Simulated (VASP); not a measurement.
Set up this calculation in VASP 6.6.1, as the native input.

| Quantity | Value |
| --- | --- |
| Task | relaxation of cell and atoms |
| Functional | LDA |
| Potentials or basis | VASP PAW LDA potentials, release 64 (Mg, O) |
| Cutoff | 600 eV |
| k mesh | 14 × 14 × 14 |
| Occupations | fermi-dirac, width 0.05 eV |
| Spin | no spin polarisation |
| Dipole correction | no |
| Further INCAR settings | ALGO = Normal; EDIFF = 1e-07; IBRION = 2; EDIFFG = -0.002; NSW = 100; ISIF = 3 |

The structure of MgO lies in POSCAR:

```
MgO
1.0
    2.1085000000      2.1085000000      0.0000000000
   -2.1085000000      2.1085000000      0.0000000000
    0.0000000000      2.1085000000      2.1085000000
Mg O
1 1
Direct
    0.0000000000      0.0000000000      0.0000000000
    0.5000000000      0.5000000000      0.0000000000
```

The input as run:

INCAR

```
SYSTEM = MgO
PREC     = Accurate       ! precision mode
ENCUT    = 600            ! plane-wave cutoff, eV
EDIFF    = 1E-7           ! SCF threshold, eV
ISMEAR   = -1             ! smearing method
SIGMA    = 0.05           ! smearing width, eV
LREAL    = .FALSE.        ! projectors in reciprocal space
LASPH    = .TRUE.         ! aspherical terms in the spheres
NELM     = 100            ! most SCF steps
ALGO     = Normal         ! electronic algorithm
ISIF     = 3              ! what is computed and relaxed
LWAVE    = .FALSE.        ! write WAVECAR
LCHARG   = .FALSE.        ! write CHGCAR
IBRION   = 2              ! ionic algorithm
NSW      = 100            ! ionic steps
EDIFFG   = -0.002         ! ionic threshold
```

KPOINTS

```
Automatic mesh
0
G
  14 14 14
  0 0 0
```

Potentials or basis: VASP PAW LDA potentials, release 64 (Mg, O).

Command:

```console
$ cat potpaw_LDA.64/Mg/POTCAR potpaw_LDA.64/O/POTCAR > POTCAR
$ mpirun -np 1 vasp_std > vasp.out
```

Results of the run:

* Relaxed volume: 8.89 Å³/atom
* Relaxed cell: a = 2.930 Å, b = 2.930 Å, c = 2.930 Å, α = 60.00°, β = 60.00°, γ = 90.00°
* Space group after relaxing (to 0.05 Å): Fm-3m (No. 225)
* Energy gained by relaxing: 13.4 meV/atom
* Ionic steps: 3
* Pressure after relaxing: 0.0 GPa
* Band gap on the k mesh: 5.15 eV, direct

Run time: 14 s on 1 thread of Intel(R) Xeon(R) Platinum 8488C (Sapphire Rapids), on a shared host, peak memory 0.15 GiB.
